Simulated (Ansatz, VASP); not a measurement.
## One calculation of Rb3Ru, two programs

```
Rb Ru
1.0
     6.25181    0.00000    0.00000
    -3.12591    5.41423    0.00000
     0.00000    0.00000    4.37870
Rb Ru
3 1
Direct
  0.50000 0.00000 0.00000
  0.00000 0.50000 0.00000
  0.50000 0.50000 0.00000
  0.00000 0.00000 0.00000
```

Alike in both runs: task single point; functional PBE; k mesh 3 × 3 × 4; occupations gaussian, width 0.1 eV; no spin polarisation.

|  | VASP | Ansatz |
| --- | --- | --- |
| version | VASP 6.6.1 | Ansatz 0.2.0 |
| potentials or method | VASP PAW PBE potentials, release 64 (Rb_sv, Ru_pv), cutoff 520 eV | scalar-relativistic, plane waves, PAW |
| valence electrons in the cell | 41 | 43 |

|  | VASP | Ansatz | Ansatz less VASP |
| --- | --- | --- | --- |
| gap on the k mesh at the Fermi level (eV) | none | none | - |
| pressure (GPa) | 4.9 | 4.7 | -0.14 |
| traceless stress, the component that is largest in VASP (GPa) | -6.31 | -6.15 | +0.165 |

A gap of «none» marks a metal or a gap that the smearing closes. VASP's potentials hold 41 valence electrons a cell and Ansatz's 43, so a difference there can come from the potentials and not from the codes.

The k mesh is coarse, so the values compare programs but aren't converged.
